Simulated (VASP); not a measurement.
A run of VASP 6.6.1 is set up as follows.

INCAR

```
SYSTEM = MgS
ALGO = Normal
EDIFF = 1E-7
ENCUT = 520
GGA = PE
ISIF = 2
ISMEAR = 0
LASPH = .True.
LCHARG = .True.
LELF = .True.
LREAL = .False.
LVHAR = .True.
LWAVE = .False.
NBANDS = 11
NELM = 80
PREC = Accurate
SIGMA = 0.01
```

File KPOINTS:

```
k-points
0
Gamma
  4 4 4
  0 0 0
```

Contents of POSCAR:

```
MgS
1.0
    0.1321770109      2.8498187785      2.8498187785
    2.8498187785      0.1321770109      2.8498187785
    2.8498187785      2.8498187785      0.1321770109
Mg S
1 1
Direct
    0.0044225808      0.0044225808      0.0044225808
    0.2455774192      0.2455774192      0.2455774192
```

Potentials or basis: VASP PAW PBE potentials, release 64 (Mg, S).

The run is started by

```bash
$ cat potpaw_PBE.64/Mg/POTCAR potpaw_PBE.64/S/POTCAR > POTCAR
$ mpirun -np 1 vasp_std > vasp.out
```

What does it give for the band gap on the k mesh?

3.44 eV, direct.

What does it give for the largest force?

0.011 eV/Å.

What does it give for the pressure?

4.3 GPa.

Stress tensor (GPa, compression positive):
```
 4.28 -1.56 -1.56
-1.56  4.28 -1.56
-1.56 -1.56  4.28
```

Caveat: the k points lie up to 0.50 Å⁻¹ apart; the cell differs from its parent crystal (epitaxial 111 strain -4.0%). A k mesh can miss the band edges.
